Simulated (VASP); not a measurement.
# P (C2/m) in VASP: single point with r2SCAN

Aim: the single point of P with r2SCAN.

Everything below comes from runs of VASP 6.6.1. Logs are shortened: lines on timing, memory, paths and dates and some standing lists are left out, and cuts for length are marked.

## Step 1: The cell of the first run

The structure is monoclinic, space group C2/m (No. 12). Conventional cell: a = 9.654 Å, b = 8.581 Å, c = 5.557 Å, α = 90.00°, β = 90.15°, γ = 90.00°. Within 2.9 Å of P (site symmetry m) lie 3 P at 2.19 Å. Within 2.9 Å of P (site symmetry m) lie 3 P at 2.19 Å. P (site symmetry 1) has 3 P at 2.19 Å within 2.9 Å.

## Step 2: Single point, r2SCAN

POSCAR

```
P
1.0
    4.8269041647     -4.2903700230      0.0039727382
    4.8269041647      4.2903700230      0.0039727382
   -0.0191252913      0.0000000000      5.5570947015
P
8
Direct
    0.8445541634      0.8445541634      0.2497776141
    0.1554458366      0.1554458366      0.7502223859
    0.7147119175      0.7147119175      0.5725434636
    0.2852880825      0.2852880825      0.4274565364
    0.5201056102      0.7754040928      0.2507555601
    0.2245959072      0.4798943898      0.7492444399
    0.4798943898      0.2245959072      0.7492444399
    0.7754040928      0.5201056102      0.2507555601
```

INCAR.step1

```
PREC = Accurate ; ENCUT = 520
ISMEAR = 0 ; SIGMA = 0.05
LREAL = F ; LASPH = T
NELM = 80 ; NBANDS = 30
GGA = PE ; ALGO = Normal
EDIFF = 1E-4 ; LWAVE = T
LCHARG = F
```

INCAR.step2

```
PREC = Accurate ; ENCUT = 520
EDIFF = 1E-6 ; ISMEAR = 0
SIGMA = 0.05 ; LREAL = F
LASPH = T ; NELM = 80
ALGO = Normal ; ISIF = 2
LWAVE = F ; LCHARG = T
METAGGA = R2SCAN ; LMIXTAU = T
LELF = T ; LVHAR = T
NBANDS = 30 ; ISTART = 1
```

KPOINTS

```
regular mesh
0
Gamma
  4 4 4
```

Potentials or basis: VASP PAW PBE potentials, release 64 (P).

On the command line:

```bash
$ cat potpaw_PBE.64/P/POTCAR > POTCAR
$ cp INCAR.step1 INCAR
$ mpirun -np 1 vasp_std > vasp.out
$ cp INCAR.step2 INCAR
$ mpirun -np 1 vasp_std > vasp.out
```

OUTCAR:

```text
PREC = Accurate
   ENCUT = 520
   EDIFF = 1E-6
   ISMEAR = 0
   LREAL = F
   LASPH = T
   NELM = 80
   ISIF = 2
   METAGGA = R2SCAN
   ISTART = 1

 ion  position               nearest neighbor table
   1  0.845  0.845  0.250-   3 2.19   5 2.19   8 2.19
   2  0.155  0.155  0.750-   4 2.19   6 2.19   7 2.19
   3  0.715  0.715  0.573-   1 2.19   5 2.19   8 2.19
   4  0.285  0.285  0.427-   2 2.19   6 2.19   7 2.19
   5  0.520  0.775  0.251-   8 2.19   3 2.19   1 2.19
   6  0.225  0.480  0.749-   7 2.19   4 2.19   2 2.19
   7  0.480  0.225  0.749-   6 2.19   4 2.19   2 2.19
   8  0.775  0.520  0.251-   5 2.19   3 2.19   1 2.19

  LATTYP: Found a base centered monoclinic cell.
 ALAT       =     9.6538115991
 B/A-ratio  =     0.8888447799
 C/A-ratio  =     0.5756407772
 COS(beta)  =    -0.0026185419

  Lattice vectors:

 A1 = (   4.8269041647,  -4.2903700230,   0.0039727382)
 A2 = (   4.8269041647,   4.2903700230,   0.0039727382)
 A3 = (  -0.0191252913,   0.0000000000,   5.5570947015)

Analysis of symmetry for initial positions (statically):
=====================================================================
 Subroutine PRICEL returns:
 Original cell was already a primitive cell.

 Routine SETGRP: Setting up the symmetry group for a
 base centered monoclinic supercell.

 Subroutine GETGRP returns: Found  4 space group operations
 (whereof  4 operations were pure point group operations)
 out of a pool of  4 trial point group operations.

The static configuration has the point symmetry C_2h.

Analysis of symmetry for dynamics (positions and initial velocities):
=====================================================================
 Subroutine PRICEL returns:
 Original cell was already a primitive cell.

 Routine SETGRP: Setting up the symmetry group for a
 base centered monoclinic supercell.

 Subroutine GETGRP returns: Found  4 space group operations
 (whereof  4 operations were pure point group operations)
 out of a pool of  4 trial point group operations.

The dynamic configuration has the point symmetry C_2h.

 Subroutine INISYM returns: Found  4 space group operations
 (whereof  4 operations are pure point group operations),
 and found     1 'primitive' translations

----------------------------------------------------------------------------------------

                                     Primitive cell

  volume of cell :     230.1667

  direct lattice vectors                    reciprocal lattice vectors
     4.826904165 -4.290370023  0.003972738     0.103585770 -0.116540065  0.000356501
     4.826904165  4.290370023  0.003972738     0.103585770  0.116540065  0.000356501
    -0.019125291  0.000000000  5.557094701    -0.000148106  0.000000000  0.179949636

  length of vectors
     6.458041075  6.458041075  5.557127612     0.155922178  0.155922178  0.179949697

  position of ions in fractional coordinates (direct lattice)
     0.844554163  0.844554163  0.249777614
     0.155445837  0.155445837  0.750222386
     0.714711917  0.714711917  0.572543464
     0.285288083  0.285288083  0.427456536
     0.520105610  0.775404093  0.250755560
     0.224595907  0.479894390  0.749244440
     0.479894390  0.224595907  0.749244440
     0.775404093  0.520105610  0.250755560

  ion indices of the primitive-cell ions
   primitive index   ion index
                 1           1
                 2           2
                 3           3
                 4           4
                 5           5
                 6           6
                 7           7
                 8           8

----------------------------------------------------------------------------------------

 KPOINTS: regular mesh

Automatic generation of k-mesh.
 Grid dimensions read from file:
 generate k-points for:    4    4    4

 Generating k-lattice:

  Cartesian coordinates                     Fractional coordinates (reciprocal lattice)
     0.025896442 -0.029135016  0.000089125     0.250000000 -0.000000000  0.000000000
     0.025896442  0.029135016  0.000089125    -0.000000000  0.250000000  0.000000000
    -0.000037026  0.000000000  0.044987409     0.000000000  0.000000000  0.250000000

  Length of vectors
     0.038980544  0.038980544  0.044987424

  Shift w.r.t. Gamma in fractional coordinates (k-lattice)
     0.000000000  0.000000000  0.000000000

 Subroutine IBZKPT returns following result:
 ===========================================

 Found     24 irreducible k-points:

 Following reciprocal coordinates:
            Coordinates               Weight
  0.000000  0.000000  0.000000      1.000000
  0.250000 -0.000000  0.000000      4.000000
  0.500000 -0.000000  0.000000      2.000000
  0.250000  0.250000  0.000000      2.000000
  0.500000  0.250000  0.000000      4.000000
 -0.250000  0.250000  0.000000      2.000000
[... 16 lines left out ...]
 -0.250000  0.250000  0.500000      2.000000
  0.500000  0.500000  0.500000      1.000000
   k-points           NKPTS =     24   k-points in BZ     NKDIM =     24   number of bands    NBANDS=     30
   number of dos      NEDOS =    301   number of ions     NIONS =      8
   total plane-waves  NPLWV =  96768
   dimension x,y,z NGX =    48 NGY =   48 NGZ =   42
   dimension x,y,z NGXF=    96 NGYF=   96 NGZF=   84
   ions per type =               8
   NGX,Y,Z   is equivalent  to a cutoff of  12.36, 12.36, 12.56 a.u.
   NGXF,Y,Z  is equivalent  to a cutoff of  24.71, 24.71, 25.13 a.u.
 SYSTEM =  unknown system
   PREC   = accura    normal or accurate (medium, high low for compatibility)
   ISTART =      1    job   : 0-new  1-cont  2-samecut
   ICHARG =      0    charge: 1-file 2-atom 10-const
   ISPIN  =      1    spin polarized calculation?
   LNONCOLLINEAR =      F non collinear calculations
   LSORBIT =      F    spin-orbit coupling
   LASPH  =      T    aspherical Exc in radial PAW
   ENCUT  =  520.0 eV  38.22 Ry    6.18 a.u.  12.01 12.01 10.33*2*pi/ulx,y,z
   NELM   =     80;   NELMIN=  2; NELMDL=  0     # of ELM steps
   EDIFF  = 0.1E-05   stopping-criterion for ELM
   LREAL  =      F    real-space projection
   EDIFFG = 0.1E-04   stopping-criterion for IOM
   NSW    =      0    number of steps for IOM
   IBRION =     -1    ionic relax: 0-MD 1-quasi-New 2-CG
   NFREE  =      0    steps in history (QN), initial steepest desc. (CG)
   ISIF   =      2    stress and relaxation
   ISYM   =      2    0-nonsym 1-usesym 2-fastsym
   POTIM  = 0.5000    time-step for ionic-motion
   TEBEG  =    0.0;   TEEND  =   0.0 temperature during run
   PSTRESS=    0.0 pullay stress
   NELECT =      40.0000    total number of electrons
   NUPDOWN=      -1.0000    fix difference up-down
   EMIN   =  10.00;   EMAX   =-10.00  energy-range for DOS
   EFERMI =   0.00;   METHOD = LEGACY
   ISMEAR =     0;   SIGMA  =   0.05  broadening in eV -4-tet -1-fermi 0-gaus
   EFERMI_NEDOS =   21; number of points for ismear=-14 and -15
   IALGO  =     38    algorithm
   IMIX   =      4    mixing-type and parameters
     AMIX     =   0.40;   BMIX     =  1.00
     AMIX_MAG =   1.60;   BMIX_MAG =  1.00
  volume/ion in A,a.u.               =      28.77       194.16
  Fermi-wavevector in a.u.,A,eV,Ry     =   0.913582  1.726419 11.355849  0.834631
  Thomas-Fermi vector in A             =   2.038110
   LORBIT       =      0    0 simple, 1 ext, 2 COOP (PROOUT), +10 PAW based schemes
   METAGGA = R2SCAN    functional components
   LHFCALC =     F    Hartree Fock is set to
   AEXX    =    0.0000 exact exchange contribution
   IVDW    =     0    specifies the selected vdW correction
   LEPSILON=     F    determine dielectric tensor
   LRPA    =     F    only Hartree local field effects (RPA)
 non-spin polarized calculation
 Gauss-broadening in eV      SIGMA  =   0.05
  energy-cutoff  :      520.00
  volume of cell :      230.17
 maximum number of plane-waves:      6220
   NGX = 25   NGY = 25   NGZ = 21

 number of electron      40.0000000 magnetization

 Free energy of the ion-electron system (eV)
  ---------------------------------------------------
  ext. energy  EPLUGINS =         0.00000000
  ---------------------------------------------------
  free energy    TOTEN  =       -70.76821658 eV

  energy without entropy =      -70.76821658  energy(sigma->0) =      -70.76821658

 E-fermi :   0.8260     XC(G=0):  -8.1552

 val. band max:        0.5691685302   @ k =   0.5000   0.0000   0.5000
 cond. band min:       3.9010979981   @ k =   0.0000   0.0000   0.0000
 fundamental gap:      3.3319294679
 Fermi energy:         0.8260347033

 k-point     1 :       0.0000    0.0000    0.0000
  band No.  band energies     occupation
      1     -14.4522      2.00000
      2     -14.2419      2.00000
      3      -7.3692      2.00000
      4      -7.2830      2.00000
      5      -7.0679      2.00000
      6      -6.9306      2.00000
[... 22 lines left out ...]
     29       6.7369      0.00000
     30       7.8987      0.00000

 k-point     2 :       0.2500   -0.0000    0.0000
  band No.  band energies     occupation
      1     -14.4244      2.00000
      2     -14.2676      2.00000
      3      -7.3718      2.00000
      4      -7.2670      2.00000
      5      -7.0700      2.00000
      6      -7.0284      2.00000
[... 22 lines left out ...]
     29       6.3187      0.00000
     30       7.1086      0.00000

 k-point     3 :       0.5000   -0.0000    0.0000
  band No.  band energies     occupation
      1     -14.3795      2.00000
      2     -14.3103      2.00000
      3      -7.3593      2.00000
      4      -7.2597      2.00000
      5      -7.1464      2.00000
      6      -7.0304      2.00000
[... 682 lines left out ...]
     29       6.1532      0.00000
     30       6.4428      0.00000

 k-point    24 :       0.5000    0.5000    0.5000
  band No.  band energies     occupation
      1     -14.3219      2.00000
      2     -14.2994      2.00000
      3      -7.4222      2.00000
      4      -7.3569      2.00000
      5      -7.3432      2.00000
      6      -7.2751      2.00000
[... 22 lines left out ...]
     29       6.1957      0.00000
     30       6.2665      0.00000

------------------------ aborting loop because EDIFF is reached ----------------------------------------

  FORCE on cell =-STRESS in cart. coord.  units (eV):
  Direction    XX          YY          ZZ          XY          YZ          ZX
  --------------------------------------------------------------------------------------
  -------------------------------------------------------------------------------------
  Total       -0.8912969     -0.8999296     -0.8940340      0.0000000      0.0000000      0.0027144
  in kB       -6.2042679     -6.2643596     -6.2233204      0.0000000      0.0000000      0.0188951
  external PRESSURE =      -6.2306493 kB  Pullay stress =       0.0000000 kB

 VOLUME and BASIS-vectors are now :
 -----------------------------------------------------------------------------
  energy-cutoff  :      520.00
  volume of cell :      230.17
      direct lattice vectors                 reciprocal lattice vectors
     4.826904165 -4.290370023  0.003972738     0.103585770 -0.116540065  0.000356501
     4.826904165  4.290370023  0.003972738     0.103585770  0.116540065  0.000356501
    -0.019125291  0.000000000  5.557094701    -0.000148106  0.000000000  0.179949636

 POSITION                                       TOTAL-FORCE (eV/Angst)
 -----------------------------------------------------------------------------------
      8.14839      0.00000      1.39475        -0.224336     -0.000000      0.081662
      1.48630      0.00000      4.17029         0.224336     -0.000000     -0.081662
      6.88874      0.00000      3.18736        -0.001915     -0.000000     -0.238031
      2.74594      0.00000      2.37768         0.001915     -0.000000      0.238031
      6.24851      1.09532      1.39862         0.112442     -0.196503      0.078463
      3.38618      1.09532      4.16642        -0.112442     -0.196503     -0.078463
      3.38618     -1.09532      4.16642        -0.112442      0.196503     -0.078463
      6.24851     -1.09532      1.39862         0.112442      0.196503      0.078463
 -----------------------------------------------------------------------------------
    total drift:                               -0.000000      0.000000     -0.000000

  FREE ENERGIE OF THE ION-ELECTRON SYSTEM (eV)
  ---------------------------------------------------
  free  energy   TOTEN  =       -70.7682165783 eV

  energy  without entropy=      -70.7682165783  energy(sigma->0) =      -70.76821658
```

Wall time 6.9 min (1 thread of AMD EPYC 7R13 (Zen 3), shared host); peak memory 0.35 GiB.

What came out:

| Item | Value |
| --- | --- |
| Free energy | -70.7682 eV |
| Pressure | -0.6 GPa |
| Largest force | 0.240 eV/Å |
| Band gap on the k mesh | 3.33 eV (least direct gap 3.68 eV) |

Forces in eV/Å, atoms in the order of the input:
```
P   -0.224  0.000  0.082
P    0.224  0.000 -0.082
P   -0.002  0.000 -0.238
P    0.002  0.000  0.238
P    0.112 -0.197  0.078
P   -0.112 -0.197 -0.078
P   -0.112  0.197 -0.078
P    0.112  0.197  0.078
```

Caveat: the PAW data sets were made with another functional, which shifts forces and pressure a little. A k mesh can miss the band edges.
